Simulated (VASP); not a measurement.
Here is a VASP 6.6.1 calculation.

Contents of POSCAR:

```
Hf2Si
1.0
   -3.2753522240      3.2753522240      2.5828233930
    3.2753522240     -3.2753522240      2.5828233930
    3.2753522240      3.2753522240     -2.5828233930
Hf Si
4 2
Direct
    0.8435136200      0.6564863800      0.5000000000
    0.3435136200      0.8435136200      0.1870272400
    0.1564863800      0.3435136200      0.5000000000
    0.6564863800      0.1564863800      0.8129727600
    0.7500000000      0.7500000000      0.0000000000
    0.2500000000      0.2500000000      0.0000000000
```

Contents of INCAR.step1:

```
ALGO = Normal ; EDIFF = 1E-4
ENCUT = 520 ; GGA = PE
ISMEAR = 0 ; LASPH = True
LCHARG = False ; LREAL = False
LWAVE = True ; NBANDS = 33
NELM = 60 ; PREC = Accurate
SIGMA = 0.1
```

The input INCAR.step2:

```
ALGO = Normal ; EDIFF = 1E-6
ENCUT = 520 ; ISIF = 2
ISMEAR = 0 ; ISTART = 1
LASPH = True ; LCHARG = True
LELF = True ; LMIXTAU = True
LREAL = False ; LVHAR = True
LWAVE = False ; METAGGA = R2SCAN
NBANDS = 33 ; NELM = 60
PREC = Accurate ; SIGMA = 0.1
```

Contents of KPOINTS:

```
k-points
0
Gamma
  10 10 10
```

Potentials or basis: VASP PAW PBE potentials, release 64 (Hf_pv, Si).

Command:

```bash
$ cat potpaw_PBE.64/Hf_pv/POTCAR potpaw_PBE.64/Si/POTCAR > POTCAR
$ cp INCAR.step1 INCAR
$ mpirun -np 1 vasp_std > vasp.out
$ cp INCAR.step2 INCAR
$ mpirun -np 1 vasp_std > vasp.out
```

Q: What does it give for the pressure?

A: -0.1 GPa.

Q: Predict the band gap on the k mesh.

A: Zero (bands 24 and 25 overlap by 0.85 eV).

Stress tensor (GPa, compression positive):
```
 0.01  0.00  0.00
 0.00  0.01  0.00
 0.00  0.00 -0.24
```

Caveat: the PAW data sets were made with another functional, which shifts forces and pressure a little; spin-orbit coupling is left out, which moves the levels of the heavy elements.
